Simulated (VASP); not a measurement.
A run of VASP 6.6.1:

File INCAR:

```
SYSTEM = LiF
  PREC = Accurate
  ENCUT = 520
  EDIFF = 1E-6
  ISMEAR = 0
  SIGMA = 0.05
  LREAL = .False.
  LASPH = .True.
  NELM = 80
  ALGO = Normal
  ISIF = 2
  LWAVE = .False.
  LCHARG = .False.
  GGA = CA
  NBANDS = 18
```

KPOINTS

```
regular mesh
0
Gamma
  9 9 6
  0 0 0
```

File POSCAR:

```
LiF
1.0
    3.0363866594      0.0000000000      0.0000000000
   -1.5181933297      2.6295879827      0.0000000000
    0.0000000000      0.0000000000      4.3429438389
Li F
2 2
Direct
    0.3333333333      0.6666666667      0.3839784076
    0.6666666667      0.3333333333      0.8839784076
    0.3333333333      0.6666666667      0.9910195924
    0.6666666667      0.3333333333      0.4910195924
```

Potentials or basis: VASP PAW LDA potentials, release 64 (Li_sv, F).

Run with:

```bash
$ cat potpaw_LDA.64/Li_sv/POTCAR potpaw_LDA.64/F/POTCAR > POTCAR
$ mpirun -np 1 vasp_std > vasp.out
```

Hardware: 1 thread of Intel Xeon 8259CL (shared host).

Q: How long does it take, and how much memory?

A: Wall time 23 s on 1 thread of Intel Xeon 8259CL, with other jobs on the host, peak memory 0.14 GiB. Counts: scf iterations 12, k points 48.
